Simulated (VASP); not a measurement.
Runs of VASP 6.6.1 on C. The structure is that of space group Fd-3m (No. 227), or close to it. The cells are those of the table. 

| cell | gap on the mesh (eV) | pressure (GPa) |
| --- | --- | --- |
| a = 2.503, b = 2.503, c = 2.522 Å, angles 59.8, 59.8, 60.5°, 2 atoms | 3.97 | 5.6 |
| a = 2.485, b = 2.485, c = 2.446 Å, angles 60.5, 60.5, 59.0°, 2 atoms | 4.07 | 29.0 |
| a = 2.446 Å, angles 60.0°, 2 atoms | 4.56 | 46.8 |
| a = 2.598 Å, angles 60.0°, 2 atoms | 4.14 | -34.9 |
| a = 2.485, b = 2.485, c = 2.522 Å, angles 59.5, 59.5, 61.0°, 2 atoms | (a) | (c) |
| a = 2.503, b = 2.503, c = 2.484 Å, angles 60.3, 60.3, 59.5°, 2 atoms | 4.21 | 12.9 |
| a = 2.465, b = 2.465, c = 2.446 Å, angles 60.3, 60.3, 59.5°, 2 atoms | (b) | 37.6 |
| a = 2.465, b = 2.465, c = 2.484 Å, angles 59.7, 59.7, 60.5°, 2 atoms | 4.06 | 28.9 |
| a = 2.504, b = 2.504, c = 2.446 Å, angles 60.8, 60.8, 58.5°, 2 atoms | 3.83 | 21.0 |
| a = 2.560 Å, angles 60.0°, 2 atoms | 4.24 | -19.7 |
| a = 2.523, b = 2.523, c = 2.446 Å, angles 61.0, 61.0, 58.0°, 2 atoms | 3.61 | 13.6 |
| a = 2.484 Å, angles 60.0°, 2 atoms | 4.45 | 20.6 |

Alike in all rows: task single point; level r2SCAN; potentials or basis VASP PAW PBE potentials, release 64 (C); no spin polarisation; k mesh 12 × 12 × 12; cutoff (eV) 520; smearing gaussian 0.05 eV.

Problem. Estimate the missing entries.

Solution. (a) 3.60; (b) 4.31; (c) 13.0.

Caveats: the PAW data sets were made with another functional, which shifts forces and pressure a little.

A k mesh can miss the band edges.
